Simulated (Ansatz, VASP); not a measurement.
**Two plane-wave programs on AsHF**

```
H As F
1.0
     5.34916    0.00000    0.00000
     0.00000    5.34916    0.00000
     0.00000    0.00000    2.31861
H As F
1 1 1
Direct
  0.00000 0.00000 0.00000
  0.50000 0.50000 0.50000
  0.00000 0.00000 0.50000
```

Alike in both runs: task relaxation of cell and atoms; functional PBE; k mesh 10 × 10 × 20; occupations gaussian, width 0.1 eV; no spin polarisation.

|  | VASP | Ansatz |
| --- | --- | --- |
| version | VASP 6.6.1 | Ansatz 0.2.0 |
| potentials or method | VASP PAW PBE potentials, release 64 (H, As, F), cutoff 600 eV | scalar-relativistic, plane waves, PAW |
| valence electrons in the cell | 13 | 23 |

Ansatz gave:

- gap on the k mesh at the Fermi level, each at its own relaxed structure (eV): none
- relaxed volume (Å³/atom): 26.27
- relaxed cell length with the largest relative difference (Å): 5.846

Question: Estimate VASP's values.

Answer: gap on the k mesh at the Fermi level, each at its own relaxed structure (eV): none; relaxed volume (Å³/atom): 24.86; relaxed cell length with the largest relative difference (Å): 5.685.

A gap of «none» marks a metal or a gap that the smearing closes. One of these differences is far larger than is usual between the two programs; its cause wasn't traced. VASP's potentials hold 13 valence electrons a cell and Ansatz's 23, so a difference there can come from the potentials and not from the codes.
